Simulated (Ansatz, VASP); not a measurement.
## One calculation of In, two programs

```xyz
1
Lattice="-1.6255 1.6255 2.4737 1.6255 -1.6255 2.4737 1.6255 1.6255 -2.4737" Properties=species:S:1:pos:R:3 pbc="T T T"
In    0.0000    0.0000    0.0000
```

Alike in both runs: task single point; functional PBE; k mesh 11 × 11 × 11; occupations gaussian, width 0.026 eV; no spin polarisation.

|  | VASP | Ansatz |
| --- | --- | --- |
| version | VASP 6.6.1 | Ansatz 0.2.0 |
| potentials or method | VASP PAW PBE potentials, release 64 (In_d) | Ansatz PAW |
| plane-wave cutoff (eV) | 520 | 420 |
| valence electrons in the cell | 13 | 13 |

```csv
,VASP,Ansatz,Ansatz less VASP
gap on the k mesh at the Fermi level (eV),none,none,-
pressure (GPa),2.0,2.0,+0.05
"traceless stress, the component that is largest in VASP (GPa)",-0.41,-0.41,+0.002
```

A gap of «none» marks a metal or a gap that the smearing closes. With one functional, cell and mesh, what is left measures potentials, basis and numerics.
